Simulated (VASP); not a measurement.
# ZnRh3 (I4/mmm) in VASP: a series of runs

Runs on ZnRh3. Level: LDA. Tasks: single point.

All numbers are computed with VASP 6.6.1; they aren't measurements. Logs are shortened: lines on timing, memory, paths and dates and some standing lists are left out, and cuts for length are marked.

### 1 The cell of the first run

The structure is tetragonal, space group I4/mmm (No. 139). The conventional cell has a = 3.796 Å, b = 3.796 Å, c = 7.576 Å, α = 90.00°, β = 90.00°, γ = 90.00°. Zn (site symmetry 4/mmm) has 12 Rh at 2.68 Å within 3.5 Å. Rh (site symmetry -4m2) has 4 Zn at 2.68 Å and 8 Rh at 2.68 Å within 3.5 Å. Within 3.5 Å of Rh (site symmetry 4/mmm) lie 8 Rh at 2.68 Å and 4 Zn at 2.68 Å.

### 2 Single point, LDA

Input file INCAR:

```
PREC     = Accurate       # precision mode
ENCUT    = 520            # plane-wave cutoff, eV
EDIFF    = 1E-6           # SCF threshold, eV
ISMEAR   = -1             # smearing method
SIGMA    = 0.1            # smearing width, eV
LREAL    = F              # projectors in reciprocal space
LASPH    = T              # aspherical terms in the spheres
NELM     = 60             # most SCF steps
ALGO     = Normal         # electronic algorithm
ISIF     = 2              # what is computed and relaxed
LWAVE    = F              # write WAVECAR
LCHARG   = F              # write CHGCAR
GGA      = CA             # functional
NBANDS   = 36             # bands
```

Input file KPOINTS:

```
Automatic mesh
0
Gamma
  7 7 7
```

Input file POSCAR:

```
ZnRh3
1.0
   -1.8981420000      1.8981420000      3.7881810000
    1.8981420000     -1.8981420000      3.7881810000
    1.8981420000      1.8981420000     -3.7881810000
Zn Rh
1 3
Direct
    0.0000000000      0.0000000000      0.0000000000
    0.7500000000      0.2500000000      0.5000000000
    0.2500000000      0.7500000000      0.5000000000
    0.5000000000      0.5000000000      0.0000000000
```

Potentials or basis: VASP PAW LDA potentials, release 64 (Zn, Rh_pv).

Launch:

```
$ cat potpaw_LDA.64/Zn/POTCAR potpaw_LDA.64/Rh_pv/POTCAR > POTCAR
$ mpirun -np 1 vasp_std > vasp.out
```

OUTCAR:

```text
PREC = Accurate
   ENCUT = 520
   EDIFF = 1E-6
   ISMEAR = -1
   LREAL = F
   LASPH = T
   NELM = 60
   ISIF = 2
   GGA = CA

 ion  position               nearest neighbor table
   1  0.000  0.000  0.000-   2 2.68   3 2.68   2 2.68   3 2.68   2 2.68   3 2.68   2 2.68   3 2.68
                             4 2.68   4 2.68   4 2.68   4 2.68
   2  0.750  0.250  0.500-   4 2.68   1 2.68   1 2.68   4 2.68   1 2.68   4 2.68   4 2.68   1 2.68
                             3 2.68   3 2.68   3 2.68   3 2.68
   3  0.250  0.750  0.500-   1 2.68   4 2.68   1 2.68   4 2.68   1 2.68   4 2.68   1 2.68   4 2.68
                             2 2.68   2 2.68   2 2.68   2 2.68
   4  0.500  0.500  0.000-   3 2.68   2 2.68   2 2.68   3 2.68   2 2.68   3 2.68   3 2.68   2 2.68
                             1 2.68   1 2.68   1 2.68   1 2.68

  LATTYP: Found a body centered tetragonal cell.
 ALAT       =     3.7962840000
 C/A-ratio  =     1.9957310886

  Lattice vectors:

 A1 = (  -1.8981420000,   1.8981420000,   3.7881810000)
 A2 = (   1.8981420000,  -1.8981420000,   3.7881810000)
 A3 = (   1.8981420000,   1.8981420000,  -3.7881810000)

Analysis of symmetry for initial positions (statically):
=====================================================================
 Subroutine PRICEL returns:
 Original cell was already a primitive cell.

 Routine SETGRP: Setting up the symmetry group for a
 body centered tetragonal supercell.

 Subroutine GETGRP returns: Found 16 space group operations
 (whereof 16 operations were pure point group operations)
 out of a pool of 16 trial point group operations.

The static configuration has the point symmetry D_4h.

Analysis of symmetry for dynamics (positions and initial velocities):
=====================================================================
 Subroutine PRICEL returns:
 Original cell was already a primitive cell.

 Routine SETGRP: Setting up the symmetry group for a
 body centered tetragonal supercell.

 Subroutine GETGRP returns: Found 16 space group operations
 (whereof 16 operations were pure point group operations)
 out of a pool of 16 trial point group operations.

The dynamic configuration has the point symmetry D_4h.

 Subroutine INISYM returns: Found 16 space group operations
 (whereof 16 operations are pure point group operations),
 and found     1 'primitive' translations

----------------------------------------------------------------------------------------

                                     Primitive cell

  volume of cell :      54.5944

  direct lattice vectors                    reciprocal lattice vectors
    -1.898142000  1.898142000  3.788181000     0.000000000  0.263415487  0.131989469
     1.898142000 -1.898142000  3.788181000     0.263415487  0.000000000  0.131989469
     1.898142000  1.898142000 -3.788181000     0.263415487  0.263415487  0.000000000

  length of vectors
     4.642865645  4.642865645  4.642865645     0.294633567  0.294633567  0.372525755

  position of ions in fractional coordinates (direct lattice)
     0.000000000  0.000000000  0.000000000
     0.750000000  0.250000000  0.500000000
     0.250000000  0.750000000  0.500000000
     0.500000000  0.500000000  0.000000000

  ion indices of the primitive-cell ions
   primitive index   ion index
                 1           1
                 2           2
                 3           3
                 4           4

----------------------------------------------------------------------------------------

 KPOINTS: Automatic mesh

Automatic generation of k-mesh.
 Grid dimensions read from file:
 generate k-points for:    7    7    7

 Generating k-lattice:

  Cartesian coordinates                     Fractional coordinates (reciprocal lattice)
     0.000000000  0.037630784  0.018855638     0.142857143  0.000000000  0.000000000
     0.037630784  0.000000000  0.018855638     0.000000000  0.142857143  0.000000000
     0.037630784  0.037630784  0.000000000     0.000000000  0.000000000  0.142857143

  Length of vectors
     0.042090510  0.042090510  0.053217965

  Shift w.r.t. Gamma in fractional coordinates (k-lattice)
     0.000000000  0.000000000  0.000000000

 Subroutine IBZKPT returns following result:
 ===========================================

 Found     40 irreducible k-points:

 Following reciprocal coordinates:
            Coordinates               Weight
  0.000000  0.000000  0.000000      1.000000
  0.142857 -0.000000  0.000000      8.000000
  0.285714 -0.000000  0.000000      8.000000
  0.428571 -0.000000  0.000000      8.000000
  0.142857  0.142857  0.000000      8.000000
  0.285714  0.142857  0.000000     16.000000
[... 16 lines left out ...]
 -0.142857  0.285714  0.142857      8.000000
 -0.428571  0.428571  0.142857      8.000000
 [... further k-points ...]
   k-points           NKPTS =     40   k-points in BZ     NKDIM =     40   number of bands    NBANDS=     36
   number of dos      NEDOS =    301   number of ions     NIONS =      4
   total plane-waves  NPLWV =  46656
   dimension x,y,z NGX =    36 NGY =   36 NGZ =   36
   dimension x,y,z NGXF=    72 NGYF=   72 NGZF=   72
   ions per type =               1   3
   NGX,Y,Z   is equivalent  to a cutoff of  12.89, 12.89, 12.89 a.u.
   NGXF,Y,Z  is equivalent  to a cutoff of  25.78, 25.78, 25.78 a.u.
 SYSTEM =  unknown system
   PREC   = accura    normal or accurate (medium, high low for compatibility)
   ISTART =      0    job   : 0-new  1-cont  2-samecut
   ICHARG =      2    charge: 1-file 2-atom 10-const
   ISPIN  =      1    spin polarized calculation?
   LNONCOLLINEAR =      F non collinear calculations
   LSORBIT =      F    spin-orbit coupling
   LASPH  =      T    aspherical Exc in radial PAW
   ENCUT  =  520.0 eV  38.22 Ry    6.18 a.u.   8.63  8.63  8.63*2*pi/ulx,y,z
   NELM   =     60;   NELMIN=  2; NELMDL= -5     # of ELM steps
   EDIFF  = 0.1E-05   stopping-criterion for ELM
   LREAL  =      F    real-space projection
   EDIFFG = 0.1E-04   stopping-criterion for IOM
   NSW    =      0    number of steps for IOM
   IBRION =     -1    ionic relax: 0-MD 1-quasi-New 2-CG
   NFREE  =      0    steps in history (QN), initial steepest desc. (CG)
   ISIF   =      2    stress and relaxation
   ISYM   =      2    0-nonsym 1-usesym 2-fastsym
   POTIM  = 0.5000    time-step for ionic-motion
   TEBEG  =    0.0;   TEEND  =   0.0 temperature during run
   PSTRESS=    0.0 pullay stress
   NELECT =      57.0000    total number of electrons
   NUPDOWN=      -1.0000    fix difference up-down
   EMIN   =  10.00;   EMAX   =-10.00  energy-range for DOS
   EFERMI =   0.00;   METHOD = LEGACY
   ISMEAR =    -1;   SIGMA  =   0.10  broadening in eV -4-tet -1-fermi 0-gaus
   EFERMI_NEDOS =   21; number of points for ismear=-14 and -15
   IALGO  =     38    algorithm
   IMIX   =      4    mixing-type and parameters
     AMIX     =   0.40;   BMIX     =  1.00
     AMIX_MAG =   1.60;   BMIX_MAG =  1.00
  volume/ion in A,a.u.               =      13.65        92.11
  Fermi-wavevector in a.u.,A,eV,Ry     =   1.660799  3.138455 37.528316  2.758253
  Thomas-Fermi vector in A             =   2.747973
   LORBIT       =      0    0 simple, 1 ext, 2 COOP (PROOUT), +10 PAW based schemes
   GGA     = CA    functional components
   LHFCALC =     F    Hartree Fock is set to
   AEXX    =    0.0000 exact exchange contribution
   IVDW    =     0    specifies the selected vdW correction
   LEPSILON=     F    determine dielectric tensor
   LRPA    =     F    only Hartree local field effects (RPA)
 non-spin polarized calculation
  energy-cutoff  :      520.00
  volume of cell :       54.59
 maximum number of plane-waves:      1480
   NGX = 17   NGY = 17   NGZ = 17

 number of electron      57.0000012 magnetization

 Free energy of the ion-electron system (eV)
  ---------------------------------------------------
  ext. energy  EPLUGINS =         0.00000000
  ---------------------------------------------------
  free energy    TOTEN  =       -28.57464701 eV

  energy without entropy =      -28.46285690  energy(sigma->0) =      -28.51875196

 E-fermi :   9.3650     XC(G=0): -13.9192

 val. band max:        9.3629974170   @ k =   0.2857   0.2857   0.1429
 cond. band min:       9.3909994755   @ k =   0.1429   0.1429   0.0000
 fundamental gap:      0.0280020585
 Fermi energy:         9.3649689844

 k-point     1 :       0.0000    0.0000    0.0000
  band No.  band energies     occupation
      1     -37.0388      2.00000
      2     -36.8697      2.00000
      3     -36.8697      2.00000
      4     -36.8669      2.00000
      5     -36.8669      2.00000
      6     -36.6369      2.00000
[... 28 lines left out ...]
     35      17.9171      0.00000
     36      17.9171      0.00000

 k-point     2 :       0.1429   -0.0000    0.0000
  band No.  band energies     occupation
      1     -37.0352      2.00000
      2     -36.8993      2.00000
      3     -36.8944      2.00000
      4     -36.8263      2.00000
      5     -36.8236      2.00000
      6     -36.6247      2.00000
[... 28 lines left out ...]
     35      17.7990      0.00000
     36      18.7906      0.00000

 k-point     3 :       0.2857   -0.0000    0.0000
  band No.  band energies     occupation
      1     -37.0174      2.00000
      2     -36.9254      2.00000
      3     -36.9076      2.00000
      4     -36.7692      2.00000
      5     -36.7576      2.00000
      6     -36.6077      2.00000
[... 28 lines left out ...]
     35      18.0868      0.00000
     36      19.9603      0.00000
[... 742 lines left out ...]
 k-point    23 :      -0.1429    0.2857    0.1429
  band No.  band energies     occupation
      1     -37.0038      2.00000
      2     -36.9327      2.00000
      3     -36.9009      2.00000
      4     -36.7278      2.00000
      5     -36.7100      2.00000
      6     -36.6589      2.00000
[... 28 lines left out ...]
     35      18.1478      0.00000
     36      19.6223      0.00000

 k-point    24 :      -0.4286    0.4286    0.1429
  band No.  band energies     occupation
      1     -37.0376      2.00000
      2     -37.0032      2.00000
      3     -36.8861      2.00000
      4     -36.8402      2.00000
      5     -36.6905      2.00000
      6     -36.6159      2.00000
[... 28 lines left out ...]
     35      18.4277      0.00000
     36      20.0797      0.00000

 [... further k-points ...]

------------------------ aborting loop because EDIFF is reached ----------------------------------------

  FORCE on cell =-STRESS in cart. coord.  units (eV):
  Direction    XX          YY          ZZ          XY          YZ          ZX
  --------------------------------------------------------------------------------------
  -------------------------------------------------------------------------------------
  Total       -3.2021055     -3.2021055     -3.0323860      0.0000000     -0.0000000     -0.0000000
  in kB      -93.9719228    -93.9719228    -88.9911768      0.0000000     -0.0000000     -0.0000000
  external PRESSURE =     -92.3116741 kB  Pullay stress =       0.0000000 kB

 VOLUME and BASIS-vectors are now :
 -----------------------------------------------------------------------------
  energy-cutoff  :      520.00
  volume of cell :       54.59
      direct lattice vectors                 reciprocal lattice vectors
    -1.898142000  1.898142000  3.788181000     0.000000000  0.263415487  0.131989469
     1.898142000 -1.898142000  3.788181000     0.263415487  0.000000000  0.131989469
     1.898142000  1.898142000 -3.788181000     0.263415487  0.263415487  0.000000000

 POSITION                                       TOTAL-FORCE (eV/Angst)
 -----------------------------------------------------------------------------------
      0.00000      0.00000      0.00000         0.000000     -0.000000     -0.000000
      0.00000      1.89814      1.89409        -0.000000      0.000000      0.000000
      1.89814      0.00000      1.89409         0.000000     -0.000000      0.000000
      0.00000      0.00000      3.78818         0.000000     -0.000000     -0.000000
 -----------------------------------------------------------------------------------
    total drift:                               -0.000000      0.000000      0.000000

  FREE ENERGIE OF THE ION-ELECTRON SYSTEM (eV)
  ---------------------------------------------------
  free  energy   TOTEN  =       -28.5746470126 eV

  energy  without entropy=      -28.4628569005  energy(sigma->0) =      -28.51875196
```

Wall time 66 s (1 thread of Intel Xeon Platinum 8488C (Sapphire Rapids), shared host); peak memory 0.21 GiB.

Results:

```
Free energy            : -28.5746 eV
Pressure               : -9.2 GPa
Band gap on the k mesh : zero (an odd number of electrons rules out a gap without spin polarisation)
```

Caveat: the cell stands under tension.

### 3 Single point, LDA

Input file INCAR:

```
PREC     = Accurate       # precision mode
ENCUT    = 520            # plane-wave cutoff, eV
EDIFF    = 1E-6           # SCF threshold, eV
ISMEAR   = -1             # smearing method
SIGMA    = 0.1            # smearing width, eV
LREAL    = False          # projectors in reciprocal space
LASPH    = True           # aspherical terms in the spheres
NELM     = 100            # most SCF steps
ALGO     = Normal         # electronic algorithm
ISIF     = 2              # what is computed and relaxed
LWAVE    = False          # write WAVECAR
LCHARG   = False          # write CHGCAR
NBANDS   = 36             # bands
```

Input file KPOINTS:

```
regular mesh
0
Gamma
  8 8 8
```

POSCAR is that of step 2.

Potentials or basis: VASP PAW LDA potentials, release 64 (Zn, Rh_pv).

Launch:

```
$ cat potpaw_LDA.64/Zn/POTCAR potpaw_LDA.64/Rh_pv/POTCAR > POTCAR
$ mpirun -np 1 vasp_std > vasp.out
```

It took 98 s on 1 thread of Intel Xeon Platinum 8488C (Sapphire Rapids), shared host; peak memory 0.23 GiB.

It converged, with:

* Free energy: -28.5683 eV
* Pressure: -9.2 GPa
* Band gap on the k mesh: zero (an odd number of electrons rules out a gap without spin polarisation)

Stress tensor (GPa, compression positive):
```
-9.37  0.00  0.00
 0.00 -9.37  0.00
 0.00  0.00 -8.77
```

Levels at points of the mesh, in eV from the Fermi level:
```
           k point  band 26  band 27  band 28  band 29  band 30  band 31
(0.00, 0.00, 0.00)    -0.78     0.05     0.05     0.24     1.37     2.23
(0.50, 0.00, 0.00)    -1.16    -1.11    -1.02    -0.99     0.44     0.96
(0.50, 0.50, 0.00)    -0.69    -0.49    -0.41     0.25     0.34     0.65
(0.50, 0.50, 0.50)    -0.51     0.13     0.51     0.51     0.73     1.37
```

Caveat: the cell stands under tension.

### 4 Single point, LDA

Input file INCAR:

```
SYSTEM = ZnRh3
PREC = Accurate
ENCUT = 520
EDIFF = 1E-7
ISMEAR = -1
SIGMA = 0.1
LREAL = .False.
LASPH = .True.
NELM = 100
ALGO = Normal
ISIF = 2
LWAVE = .False.
LCHARG = .False.
GGA = CA
NBANDS = 36
```

Input file KPOINTS:

```
Automatic mesh
0
Gamma
  10 10 10
  0 0 0
```

POSCAR is that of step 3.

Launch:

```
$ cat potpaw_LDA.64/Zn/POTCAR potpaw_LDA.64/Rh_pv/POTCAR > POTCAR
$ mpirun -np 1 vasp_std > vasp.out
```

Run time: 3 min. Hardware: 1 thread of Intel Xeon Platinum 8488C (Sapphire Rapids), shared host; peak memory 0.29 GiB.

Results (log left out):

- Free energy: -28.5751 eV
- Pressure: -9.2 GPa
- Band gap on the k mesh: zero (an odd number of electrons rules out a gap without spin polarisation)

Stress tensor (GPa, compression positive):
```
-9.41  0.00  0.00
 0.00 -9.41  0.00
 0.00  0.00 -8.80
```

Levels at points of the mesh, in eV from the Fermi level:
```
           k point  band 25  band 26  band 27  band 28  band 29  band 30  band 31  band 32  band 33  band 34
(0.00, 0.00, 0.00)    -0.80    -0.77     0.05     0.05     0.25     1.38     2.24     7.05     7.34     7.34
(0.50, 0.00, 0.00)    -1.85    -1.15    -1.10    -1.02    -0.99     0.44     0.96     3.83     5.35     8.83
(0.50, 0.50, 0.00)    -1.23    -0.68    -0.49    -0.41     0.26     0.34     0.66     0.73     2.96     5.89
(0.50, 0.50, 0.50)    -1.17    -0.50     0.14     0.52     0.52     0.73     1.38     2.15     2.15     9.13
```

Caveat: the cell stands under tension.

### 5 The runs side by side

```csv
k mesh,gap on the mesh (eV),pressure (GPa)
7 × 7 × 7,none,-9.2
8 × 8 × 8,none,-9.2
10 × 10 × 10,none,-9.2
```

Alike in all rows: task single point; level LDA; potentials or basis VASP PAW LDA potentials, release 64 (Zn, Rh_pv); no spin polarisation; cell as given; cutoff (eV) 520; smearing fermi-dirac 0.1 eV.

Caveats: the cell stands under tension.

Total energies depend on the potentials used, so only differences within one code and one set of settings carry meaning.
